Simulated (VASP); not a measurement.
**Os: single point with SVWN5**

The system is Os.

```
CELL_PARAMETERS angstrom
2.73410 0.00000 0.00000
-1.36705 2.36780 0.00000
0.00000 0.00000 4.31970
ATOMIC_POSITIONS crystal
Os 0.66667 0.33333 0.75000
Os 0.33333 0.66667 0.25000
```

* Program: VASP 6.6.1
* Task: single point
* Functional: SVWN5
* Potentials or basis: VASP PAW PBE potentials, release 64 (Os)
* Cutoff: 520 eV
* k mesh: 11 × 11 × 6
* Occupations: fermi-dirac, width 0.05 eV
* Spin: no spin polarisation
* Dipole correction: no
* Further INCAR settings: ALGO = Normal; EDIFF = 1e-06; NBANDS = 15

```
Pressure               : -8.0 GPa
Band gap on the k mesh : zero (bands 8 and 9 overlap by 3.89 eV)
```

Stress tensor (GPa, compression positive):
```
-7.83  0.00  0.00
 0.00 -7.83  0.00
 0.00  0.00 -8.39
```

Levels at points of the mesh, in eV from the Fermi level:
```csv
k point,band 4,band 5,band 6,band 7,band 8,band 9,band 10,band 11,band 12,band 13
"(0.00, 0.00, 0.00)",-3.02,-2.77,-2.17,-2.17,-1.52,-1.52,0.13,1.74,1.74,9.07
"(0.00, 0.00, 0.50)",-3.53,-3.21,-3.21,-3.21,-3.21,0.94,0.94,0.94,0.94,13.95
```

It took 18 s on 1 thread of Intel Xeon 8259CL, with other jobs on the host, peak memory 0.14 GiB.

Caveat: the cell stands under tension; the PAW data sets were made with another functional, which shifts forces and pressure a little; spin-orbit coupling is left out, which moves the levels of the heavy elements.
